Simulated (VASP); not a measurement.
Write the native input for VASP 6.6.1 that does the following.

```
Task                   : single point
Functional             : PBE
Potentials or basis    : VASP PAW PBE potentials, release 64 (Zn, Sb)
Cutoff                 : 520 eV
k mesh                 : 4 × 4 × 4
Occupations            : gaussian, width 0.1 eV
Spin                   : no spin polarisation
Dipole correction      : no
Further INCAR settings : ALGO = Normal; EDIFF = 1e-06; NBANDS = 38
```

The structure of Zn2Sb lies in POSCAR:

```
Zn2Sb
1.0
    4.6016275652      0.0000000000      0.0000000000
    0.0000000000      4.6016275652      0.0000000000
    0.0000000000      0.0000000000      6.0729927311
Zn Sb
4 2
Direct
    0.0000000000      0.0000000000      0.0000000000
    0.5000000000      0.5000000000      0.0000000000
    0.0000000000      0.5000000000      0.2699915595
    0.5000000000      0.0000000000      0.7300084405
    0.0000000000      0.5000000000      0.7228490982
    0.5000000000      0.0000000000      0.2771509018
```

These files were run (other wordings do the same):

INCAR

```
SYSTEM = Zn2Sb
PREC = Accurate
ENCUT = 520
EDIFF = 1E-6
ISMEAR = 0
SIGMA = 0.1
LREAL = .FALSE.
LASPH = .TRUE.
NELM = 80
ALGO = Normal
ISIF = 2
LWAVE = .FALSE.
LCHARG = .FALSE.
GGA = PE
NBANDS = 38
```

KPOINTS

```
Automatic mesh
0
G
  4 4 4
  0 0 0
```

Potentials or basis: VASP PAW PBE potentials, release 64 (Zn, Sb).

The run is started by

```bash
$ cat potpaw_PBE.64/Zn/POTCAR potpaw_PBE.64/Sb/POTCAR > POTCAR
$ mpirun -np 1 vasp_std > vasp.out
```

Results of the run:

```
Pressure               : 0.2 GPa
Largest force          : 0.020 eV/Å
Band gap on the k mesh : zero (band 29 reaches 6.25 eV, above the bottom of band 30 at 2.02 eV)
```

Caveat: spin-orbit coupling is left out, which moves the levels of the heavy elements.

It took 71 s on 1 thread of Intel(R) Xeon(R) Platinum 8488C (Sapphire Rapids) (shared host), peak memory 0.27 GiB.
